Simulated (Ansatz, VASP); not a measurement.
# One calculation of C, two programs

INCAR

```
ALGO = Normal
DIPOL = 0.5 0.5 0.500
EDIFF = 1E-6
ENCUT = 520
GGA = PE
IDIPOL = 3
ISIF = 2
ISMEAR = 0
IVDW = 12
LASPH = True
LCHARG = False
LDIPOL = True
LREAL = False
LWAVE = False
NBANDS = 11
NELM = 80
PREC = Accurate
SIGMA = 0.1
```

File KPOINTS:

```
k-points
0
Gamma
  21 21 1
```

POSCAR

```
C
1.0
    2.3760000000      0.0000000000      0.0000000000
   -1.1880000000      2.0576763594      0.0000000000
    0.0000000000      0.0000000000     26.0024170307
C
2
Direct
    0.6666666667      0.3333333333      0.5164792373
    0.3333333333      0.6666666667      0.4835207627
```

Input for Ansatz:

```yaml
crystal:
  lattice:
    - [2.376, 0.0, 0.0]
    - [-1.188, 2.0576763594, 0.0]
    - [0.0, 0.0, 26.0024170307]
  atoms:
    - { symbol: C, position: [0.6666666667, 0.3333333333, 0.5164792373] }
    - { symbol: C, position: [0.3333333333, 0.6666666667, 0.4835207627] }
  periodic: [true, true, false]
basis:
  ecutwfc: 420
kpoints:
  mp_grid: { grid: [21, 21, 1] }
hamiltonian:
  xc: pbe
  pseudopotentials: { kind: paw, azcp: { folder: soft_1 } }
  dispersion: d3bj
scf:
  occupations: { method: gaussian, width: 0.1 }
output:
  forces: true
  stress: true
  eigenvalues: true
```

Alike in both runs: task single point; functional PBE; dispersion D3(BJ); k mesh 21 × 21 × 1; occupations gaussian, width 0.1 eV; no spin polarisation.

|  | VASP | Ansatz |
| --- | --- | --- |
| version | VASP 6.6.1 | Ansatz 0.2.0 |
| potentials or method | VASP PAW PBE potentials, release 64 (C), cutoff 520 eV | scalar-relativistic, plane waves, PAW |
| valence electrons in the cell | 8 | 8 |

Ansatz gave:

```
gap on the k mesh at the Fermi level (eV) : none
rms of the force components (eV/Å)        : 5.097
```

Task: Which values does VASP return?

Result: gap on the k mesh at the Fermi level (eV): none; rms of the force components (eV/Å): 5.090.

Atom by atom the forces differ by 0.007 eV/Å (rms over components). A gap of «none» marks a metal or a gap that the smearing closes.
